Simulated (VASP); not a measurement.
Here is a VASP 6.6.1 calculation.

Contents of INCAR:

```
PREC = Accurate
ENCUT = 600
EDIFF = 1E-6
ISMEAR = -1
SIGMA = 0.02
LREAL = False
LASPH = True
NELM = 60
ALGO = Normal
ISIF = 3
LWAVE = False
LCHARG = False
GGA = PE
IBRION = 2
NSW = 80
EDIFFG = -0.005
```

The input KPOINTS:

```
Automatic mesh
0
Gamma
  8 8 8
```

Contents of POSCAR:

```
NaF
1.0
    0.0000000000      2.3200000000      2.3200000000
    2.3200000000      0.0000000000      2.3200000000
    2.3200000000      2.3200000000      0.0000000000
Na F
1 1
Direct
    0.0000000000      0.0000000000      0.0000000000
    0.5000000000      0.5000000000      0.5000000000
```

Potentials or basis: VASP PAW PBE potentials, release 64 (Na_pv, F).

Command:

```console
$ cat potpaw_PBE.64/Na_pv/POTCAR potpaw_PBE.64/F/POTCAR > POTCAR
$ mpirun -np 1 vasp_std > vasp.out
```

**Question.** What does it give for the relaxed volume?

**Answer.** 12.93 Å³/atom.

**Question.** What does it give for the band gap on the k mesh?

**Answer.** 6.10 eV, direct.

**Question.** Estimate the relaxed cell.

**Answer.** a = 3.319 Å, b = 3.319 Å, c = 3.319 Å, α = 60.00°, β = 60.00°, γ = 60.00°.

Final structure:
```xyz
2
Lattice="0.0000 2.3469 2.3469 2.3469 0.0000 2.3469 2.3469 2.3469 0.0000" Properties=species:S:1:pos:R:3 pbc="T T T"
Na    2.3469    2.3469    0.0000
F     2.3469    2.3469    2.3469
```

PBE usually gives volumes a little too large and moduli too small. Zero-point motion and thermal expansion aren't in these numbers.
